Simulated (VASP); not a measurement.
# TlGaI6 (P4/mmm) in VASP: single point with PBEsol

Aim: the single point of TlGaI6 with PBEsol.

Program: VASP 6.6.1. These are calculated values, not measurements. Logs are shortened: lines on timing, memory, paths and dates and some standing lists are left out, and cuts for length are marked.

**1. The cell of the first run**

Symmetry: P4/mmm, No. 123, tetragonal system. The conventional cell has a = 5.583 Å, b = 5.583 Å, c = 8.472 Å, α = 90.00°, β = 90.00°, γ = 90.00°. Tl (site symmetry 4/mmm) has 12 I at 3.58 to 3.95 Å and 2 Ga at 4.24 Å within 4.7 Å. Ga (site symmetry 4/mmm) has 12 I at 3.43 to 3.95 Å and 2 Tl at 4.24 Å within 4.5 Å. I (site symmetry 4/mmm) has 10 I at 3.58 to 4.24 Å and 4 Tl at 3.95 Å within 4.7 Å. I (site symmetry 4/mmm) has 10 I at 3.43 to 4.24 Å and 4 Ga at 3.95 Å within 4.5 Å. Within 4.5 Å of I (site symmetry 2mm) lie 2 Ga at 3.43 Å and 10 I at 3.43 to 4.47 Å and 2 Tl at 3.58 Å.

**2. Single point, PBEsol**

Input file INCAR:

```
SYSTEM = TlGaI6
  ALGO = Normal
  EDIFF = 1E-6
  ENCUT = 520
  GGA = PS
  ISIF = 2
  ISMEAR = -1
  LASPH = .TRUE.
  LCHARG = .FALSE.
  LREAL = .FALSE.
  LWAVE = .FALSE.
  NBANDS = 44
  NELM = 80
  PREC = Accurate
  SIGMA = 0.03
```

Input file KPOINTS:

```
k-points
0
G
  4 4 2
  0 0 0
```

Input file POSCAR:

```
TlGaI6
1.0
    5.5831118669      0.0000000000      0.0000000000
    0.0000000000      5.5831118669      0.0000000000
    0.0000000000      0.0000000000      8.4717064619
Tl Ga I
1 1 6
Direct
    0.0000000000      0.0000000000      0.0000000000
    0.0000000000      0.0000000000      0.5000000000
    0.5000000000      0.5000000000      0.0000000000
    0.5000000000      0.5000000000      0.5000000000
    0.5000000000      0.0000000000      0.2637743191
    0.5000000000      0.0000000000      0.7362256809
    0.0000000000      0.5000000000      0.2637743191
    0.0000000000      0.5000000000      0.7362256809
```

Potentials or basis: VASP PAW PBE potentials, release 64 (Tl_d, Ga_d, I).

On the command line:

```sh
$ cat potpaw_PBE.64/Tl_d/POTCAR potpaw_PBE.64/Ga_d/POTCAR potpaw_PBE.64/I/POTCAR > POTCAR
$ mpirun -np 1 vasp_std > vasp.out
```

OUTCAR:

```text
SYSTEM = TlGaI6
   EDIFF = 1E-6
   ENCUT = 520
   GGA = PS
   ISIF = 2
   ISMEAR = -1
   LASPH = .TRUE.
   LREAL = .FALSE.
   NELM = 80
   PREC = Accurate

 ion  position               nearest neighbor table
   1  0.000  0.000  0.000-   5 3.58   6 3.58   7 3.58   8 3.58   7 3.58   8 3.58   5 3.58   6 3.58

   2  0.000  0.000  0.500-
   3  0.500  0.500  0.000-
   4  0.500  0.500  0.500-   5 3.43   6 3.43   7 3.43   8 3.43   5 3.43   6 3.43   7 3.43   8 3.43

   5  0.500  0.000  0.264-   4 3.43   4 3.43   1 3.58   1 3.58
   6  0.500  0.000  0.736-   4 3.43   4 3.43   1 3.58   1 3.58
   7  0.000  0.500  0.264-   4 3.43   4 3.43   1 3.58   1 3.58
   8  0.000  0.500  0.736-   4 3.43   4 3.43   1 3.58   1 3.58

  LATTYP: Found a simple tetragonal cell.
 ALAT       =     5.5831118669
 C/A-ratio  =     1.5173807482

  Lattice vectors:

 A1 = (   5.5831118669,   0.0000000000,   0.0000000000)
 A2 = (   0.0000000000,   5.5831118669,   0.0000000000)
 A3 = (   0.0000000000,   0.0000000000,   8.4717064619)

Analysis of symmetry for initial positions (statically):
=====================================================================
 Subroutine PRICEL returns:
 Original cell was already a primitive cell.

 Routine SETGRP: Setting up the symmetry group for a
 simple tetragonal supercell.

 Subroutine GETGRP returns: Found 16 space group operations
 (whereof 16 operations were pure point group operations)
 out of a pool of 16 trial point group operations.

The static configuration has the point symmetry D_4h.

Analysis of symmetry for dynamics (positions and initial velocities):
=====================================================================
 Subroutine PRICEL returns:
 Original cell was already a primitive cell.

 Routine SETGRP: Setting up the symmetry group for a
 simple tetragonal supercell.

 Subroutine GETGRP returns: Found 16 space group operations
 (whereof 16 operations were pure point group operations)
 out of a pool of 16 trial point group operations.

The dynamic configuration has the point symmetry D_4h.

 Subroutine INISYM returns: Found 16 space group operations
 (whereof 16 operations are pure point group operations),
 and found     1 'primitive' translations

----------------------------------------------------------------------------------------

                                     Primitive cell

  volume of cell :     264.0727

  direct lattice vectors                    reciprocal lattice vectors
     5.583111867  0.000000000  0.000000000     0.179111582  0.000000000  0.000000000
     0.000000000  5.583111867  0.000000000     0.000000000  0.179111582  0.000000000
     0.000000000  0.000000000  8.471706462     0.000000000  0.000000000  0.118039973

  length of vectors
     5.583111867  5.583111867  8.471706462     0.179111582  0.179111582  0.118039973

  position of ions in fractional coordinates (direct lattice)
     0.000000000  0.000000000  0.000000000
     0.000000000  0.000000000  0.500000000
     0.500000000  0.500000000  0.000000000
     0.500000000  0.500000000  0.500000000
     0.500000000  0.000000000  0.263774319
     0.500000000  0.000000000  0.736225681
     0.000000000  0.500000000  0.263774319
     0.000000000  0.500000000  0.736225681

  ion indices of the primitive-cell ions
   primitive index   ion index
                 1           1
                 2           2
                 3           3
                 4           4
                 5           5
                 6           6
                 7           7
                 8           8

----------------------------------------------------------------------------------------

 KPOINTS: k-points

Automatic generation of k-mesh.
 Grid dimensions read from file:
 generate k-points for:    4    4    2

 Generating k-lattice:

  Cartesian coordinates                     Fractional coordinates (reciprocal lattice)
     0.044777896  0.000000000  0.000000000     0.250000000  0.000000000  0.000000000
     0.000000000  0.044777896  0.000000000     0.000000000  0.250000000  0.000000000
     0.000000000  0.000000000  0.059019986     0.000000000  0.000000000  0.500000000

  Length of vectors
     0.044777896  0.044777896  0.059019986

  Shift w.r.t. Gamma in fractional coordinates (k-lattice)
     0.000000000  0.000000000  0.000000000

 Subroutine IBZKPT returns following result:
 ===========================================

 Found     12 irreducible k-points:

 Following reciprocal coordinates:
            Coordinates               Weight
  0.000000  0.000000  0.000000      1.000000
  0.250000  0.000000  0.000000      4.000000
  0.500000  0.000000  0.000000      2.000000
  0.250000  0.250000  0.000000      4.000000
  0.500000  0.250000  0.000000      4.000000
  0.500000  0.500000  0.000000      1.000000
  0.000000  0.000000  0.500000      1.000000
  0.250000  0.000000  0.500000      4.000000
  0.500000  0.000000  0.500000      2.000000
  0.250000  0.250000  0.500000      4.000000
  0.500000  0.250000  0.500000      4.000000
  0.500000  0.500000  0.500000      1.000000
   k-points           NKPTS =     12   k-points in BZ     NKDIM =     12   number of bands    NBANDS=     44
   number of dos      NEDOS =    301   number of ions     NIONS =      8
   total plane-waves  NPLWV = 112896
   dimension x,y,z NGX =    42 NGY =   42 NGZ =   64
   dimension x,y,z NGXF=    84 NGYF=   84 NGZF=  128
   ions per type =               1   1   6
   NGX,Y,Z   is equivalent  to a cutoff of  12.51, 12.51, 12.56 a.u.
   NGXF,Y,Z  is equivalent  to a cutoff of  25.01, 25.01, 25.12 a.u.
 SYSTEM =  TlGaI6
   PREC   = accura    normal or accurate (medium, high low for compatibility)
   ISTART =      0    job   : 0-new  1-cont  2-samecut
   ICHARG =      2    charge: 1-file 2-atom 10-const
   ISPIN  =      1    spin polarized calculation?
   LNONCOLLINEAR =      F non collinear calculations
   LSORBIT =      F    spin-orbit coupling
   LASPH  =      T    aspherical Exc in radial PAW
   ENCUT  =  520.0 eV  38.22 Ry    6.18 a.u.  10.38 10.38 15.75*2*pi/ulx,y,z
   NELM   =     80;   NELMIN=  2; NELMDL= -5     # of ELM steps
   EDIFF  = 0.1E-05   stopping-criterion for ELM
   LREAL  =      F    real-space projection
   EDIFFG = 0.1E-04   stopping-criterion for IOM
   NSW    =      0    number of steps for IOM
   IBRION =     -1    ionic relax: 0-MD 1-quasi-New 2-CG
   NFREE  =      0    steps in history (QN), initial steepest desc. (CG)
   ISIF   =      2    stress and relaxation
   ISYM   =      2    0-nonsym 1-usesym 2-fastsym
   POTIM  = 0.5000    time-step for ionic-motion
   TEBEG  =    0.0;   TEEND  =   0.0 temperature during run
   PSTRESS=    0.0 pullay stress
   NELECT =      68.0000    total number of electrons
   NUPDOWN=      -1.0000    fix difference up-down
   EMIN   =  10.00;   EMAX   =-10.00  energy-range for DOS
   EFERMI =   0.00;   METHOD = LEGACY
   ISMEAR =    -1;   SIGMA  =   0.03  broadening in eV -4-tet -1-fermi 0-gaus
   EFERMI_NEDOS =   21; number of points for ismear=-14 and -15
   IALGO  =     38    algorithm
   IMIX   =      4    mixing-type and parameters
     AMIX     =   0.40;   BMIX     =  1.00
     AMIX_MAG =   1.60;   BMIX_MAG =  1.00
  volume/ion in A,a.u.               =      33.01       222.76
  Fermi-wavevector in a.u.,A,eV,Ry     =   1.041526  1.968198 14.759268  1.084776
  Thomas-Fermi vector in A             =   2.176150
   LORBIT       =      0    0 simple, 1 ext, 2 COOP (PROOUT), +10 PAW based schemes
   GGA     = PS    functional components
   LHFCALC =     F    Hartree Fock is set to
   AEXX    =    0.0000 exact exchange contribution
   IVDW    =     0    specifies the selected vdW correction
   LEPSILON=     F    determine dielectric tensor
   LRPA    =     F    only Hartree local field effects (RPA)
 non-spin polarized calculation
  energy-cutoff  :      520.00
  volume of cell :      264.07
 maximum number of plane-waves:      7148
 NGX is ok and might be reduce to    42
   NGX = 21   NGY = 21   NGZ = 31

 number of electron      68.0000004 magnetization

 Free energy of the ion-electron system (eV)
  ---------------------------------------------------
  ext. energy  EPLUGINS =         0.00000000
  ---------------------------------------------------
  free energy    TOTEN  =       -16.41958876 eV

  energy without entropy =      -16.39548401  energy(sigma->0) =      -16.40753638

 E-fermi :   4.5776     XC(G=0):  -9.3992

 val. band max:        4.5582721778   @ k =   0.5000   0.0000   0.5000
 cond. band min:       4.5786649392   @ k =   0.2500   0.2500   0.5000
 fundamental gap:      0.0203927614
 Fermi energy:         4.5775923113

 k-point     1 :       0.0000    0.0000    0.0000
  band No.  band energies     occupation
      1      -9.6926      2.00000
      2      -9.6871      2.00000
      3      -9.6871      2.00000
      4      -9.6866      2.00000
      5      -9.6841      2.00000
      6      -8.9857      2.00000
[... 36 lines left out ...]
     43       9.6876      0.00000
     44      10.0264      0.00000

 k-point     2 :       0.2500    0.0000    0.0000
  band No.  band energies     occupation
      1      -9.6912      2.00000
      2      -9.6899      2.00000
      3      -9.6871      2.00000
      4      -9.6860      2.00000
      5      -9.6844      2.00000
      6      -8.8352      2.00000
[... 36 lines left out ...]
     43       9.7518      0.00000
     44      10.6235      0.00000

 k-point     3 :       0.5000    0.0000    0.0000
  band No.  band energies     occupation
      1      -9.6927      2.00000
      2      -9.6898      2.00000
      3      -9.6871      2.00000
      4      -9.6854      2.00000
      5      -9.6846      2.00000
      6      -8.6123      2.00000
[... 412 lines left out ...]
     43      11.4996      0.00000
     44      11.6065      0.00000

 k-point    12 :       0.5000    0.5000    0.5000
  band No.  band energies     occupation
      1      -9.6926      2.00000
      2      -9.6926      2.00000
      3      -9.6871      2.00000
      4      -9.6859      2.00000
      5      -9.6852      2.00000
      6      -8.1115      2.00000
[... 36 lines left out ...]
     43      11.2731      0.00000
     44      11.2734      0.00000

------------------------ aborting loop because EDIFF is reached ----------------------------------------

  FORCE on cell =-STRESS in cart. coord.  units (eV):
  Direction    XX          YY          ZZ          XY          YZ          ZX
  --------------------------------------------------------------------------------------
  -------------------------------------------------------------------------------------
  Total        0.0355423      0.0355423     -0.0476206      0.0000000      0.0000000      0.0000000
  in kB        0.2156414      0.2156414     -0.2889228      0.0000000      0.0000000      0.0000000
  external PRESSURE =       0.0474533 kB  Pullay stress =       0.0000000 kB

 VOLUME and BASIS-vectors are now :
 -----------------------------------------------------------------------------
  energy-cutoff  :      520.00
  volume of cell :      264.07
      direct lattice vectors                 reciprocal lattice vectors
     5.583111867  0.000000000  0.000000000     0.179111582  0.000000000  0.000000000
     0.000000000  5.583111867  0.000000000     0.000000000  0.179111582  0.000000000
     0.000000000  0.000000000  8.471706462     0.000000000  0.000000000  0.118039973

 POSITION                                       TOTAL-FORCE (eV/Angst)
 -----------------------------------------------------------------------------------
      0.00000      0.00000      0.00000        -0.000000     -0.000000      0.000000
      0.00000      0.00000      4.23585        -0.000000     -0.000000      0.000000
      2.79156      2.79156      0.00000        -0.000000     -0.000000      0.000000
      2.79156      2.79156      4.23585        -0.000000     -0.000000      0.000000
      2.79156      0.00000      2.23462        -0.000000     -0.000000      0.001133
      2.79156      0.00000      6.23709         0.000000      0.000000     -0.001133
      0.00000      2.79156      2.23462        -0.000000      0.000000      0.001133
      0.00000      2.79156      6.23709         0.000000      0.000000     -0.001133
 -----------------------------------------------------------------------------------
    total drift:                               -0.000000     -0.000000      0.000000

  FREE ENERGIE OF THE ION-ELECTRON SYSTEM (eV)
  ---------------------------------------------------
  free  energy   TOTEN  =       -16.4195887580 eV

  energy  without entropy=      -16.3954840117  energy(sigma->0) =      -16.40753638
```

Run time: 2.4 min. Hardware: 1 thread of AMD EPYC 7R43 (Zen 3), shared host; peak memory 0.39 GiB.

Results:

* Free energy: -16.4196 eV
* Pressure: 0.0 GPa
* Band gap on the k mesh: zero (band 34 reaches 4.87 eV, above the bottom of band 35 at 4.28 eV)

Levels at points of the mesh, in eV from the Fermi level:
| k point | band 32 | band 33 | band 34 | band 35 | band 36 | band 37 |
| --- | --- | --- | --- | --- | --- | --- |
| (0.00, 0.00, 0.00) | -0.88 | -0.81 | 0.13 | 0.67 | 0.67 | 1.30 |
| (0.50, 0.00, 0.00) | -0.62 | -0.09 | 0.29 | 0.30 | 0.69 | 1.85 |
| (0.50, 0.50, 0.00) | -0.50 | -0.43 | 0.12 | 0.12 | 0.78 | 2.97 |
| (0.00, 0.00, 0.50) | -0.81 | -0.54 | -0.54 | -0.26 | -0.26 | 2.77 |
| (0.50, 0.00, 0.50) | -0.26 | -0.22 | -0.02 | 0.02 | 0.04 | 2.97 |
| (0.50, 0.50, 0.50) | -0.41 | -0.19 | -0.19 | -0.18 | 0.06 | 3.50 |

Caveat: the k points lie up to 0.37 Å⁻¹ apart; the PAW data sets were made with another functional, which shifts forces and pressure a little; spin-orbit coupling is left out, which moves the levels of the heavy elements.
